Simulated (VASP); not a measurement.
Runs of VASP 6.6.1 on C. The structure is that of space group R-3m (No. 166), or close to it. The cells are those of the table. 

```csv
task,cell,k mesh,cutoff (eV),gap on the mesh (eV),pressure (GPa),largest force (eV/Å)
single point,"a = 6.532 Å, angles 23.2°, 3 atoms",9 × 9 × 9,520,none,(a),0.11
relaxation of cell and atoms,"relaxed from a = 4.329 Å, angles 33.8°, 3 atoms",21 × 21 × 21,600,none,0.0,-
single point,"a = 4.329 Å, angles 33.8°, 3 atoms",9 × 9 × 9,520,none,0.0,0.06
single point,"a = 4.238 Å, angles 34.5°, 3 atoms",21 × 21 × 21,520,none,0.2,(b)
```

Alike in all rows: level PBE; potentials or basis VASP PAW PBE potentials, release 64 (C); no spin polarisation; smearing gaussian 0.1 eV.

Question: Estimate the missing entries.

Answer: (a) -29.5; (b) 0.03.

A gap of «none» marks levels without a gap at the run's occupations.
